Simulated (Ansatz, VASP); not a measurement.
Al2Cu: VASP beside Ansatz

File INCAR:

```
SYSTEM = Al2Cu
PREC = Accurate
ENCUT = 520
EDIFF = 1E-6
ISMEAR = 0
SIGMA = 0.15
LREAL = .FALSE.
LASPH = .TRUE.
NELM = 100
ALGO = Fast
ISIF = 2
LWAVE = .FALSE.
LCHARG = .TRUE.
GGA = PS
LELF = .TRUE.
LVHAR = .TRUE.
NBANDS = 26
```

KPOINTS

```
regular mesh
0
G
  12 12 12
  0 0 0
```

Contents of POSCAR:

```
Al2Cu
1.0
   -2.9965506923      2.9965506923      2.4139243086
    2.9965506923     -2.9965506923      2.4139243086
    2.9965506923      2.9965506923     -2.4139243086
Al Cu
4 2
Direct
    0.1386067982      0.6052350951      0.7852682129
    0.6593199580      0.8406800420      0.5000000000
    0.8406800420      0.3406800420      0.1813600840
    0.3406800420      0.1593199580      0.5000000000
    0.7500000000      0.7500000000      0.0000000000
    0.2500000000      0.2500000000      0.0000000000
```

Input for Ansatz:

```yaml
crystal:
  lattice:
    - [-2.9965506923, 2.9965506923, 2.4139243086]
    - [2.9965506923, -2.9965506923, 2.4139243086]
    - [2.9965506923, 2.9965506923, -2.4139243086]
  atoms:
    - { symbol: Al, position: [0.1386067982, 0.6052350951, 0.7852682129] }
    - { symbol: Al, position: [0.659319958, 0.840680042, 0.5] }
    - { symbol: Al, position: [0.840680042, 0.340680042, 0.181360084] }
    - { symbol: Al, position: [0.340680042, 0.159319958, 0.5] }
    - { symbol: Cu, position: [0.75, 0.75, 0.0] }
    - { symbol: Cu, position: [0.25, 0.25, 0.0] }
basis:
  ecutwfc: 420
kpoints:
  mp_grid: { grid: [12, 12, 12] }
hamiltonian:
  xc: pbesol
scf:
  occupations: { method: gaussian, width: 0.15 }
output:
  forces: true
  stress: true
  eigenvalues: true
```

Alike in both runs: task single point; functional PBEsol; k mesh 12 × 12 × 12; occupations gaussian, width 0.15 eV; no spin polarisation.

```csv
,VASP,Ansatz
version,VASP 6.6.1,Ansatz 0.2.0
potentials or method,"VASP PAW PBE potentials, release 64 (Al, Cu), cutoff 520 eV","scalar-relativistic, plane waves, PAW"
valence electrons in the cell,34,50
```

```tsv
	VASP	Ansatz	Ansatz less VASP
gap on the k mesh at the Fermi level (eV)	none	none	-
pressure (GPa)	0.6	0.6	+0.05
traceless stress, the component that is largest in VASP (GPa)	1.49	1.49	-0.006
rms of the force components (eV/Å)	0.322	0.321	-0.0008
```

VASP's potentials were made for PBE, not for PBEsol. Atom by atom the forces differ by 0.002 eV/Å (rms over components). A gap of «none» marks a metal or a gap that the smearing closes. VASP's potentials hold 34 valence electrons a cell and Ansatz's 50, so a difference there can come from the potentials and not from the codes.
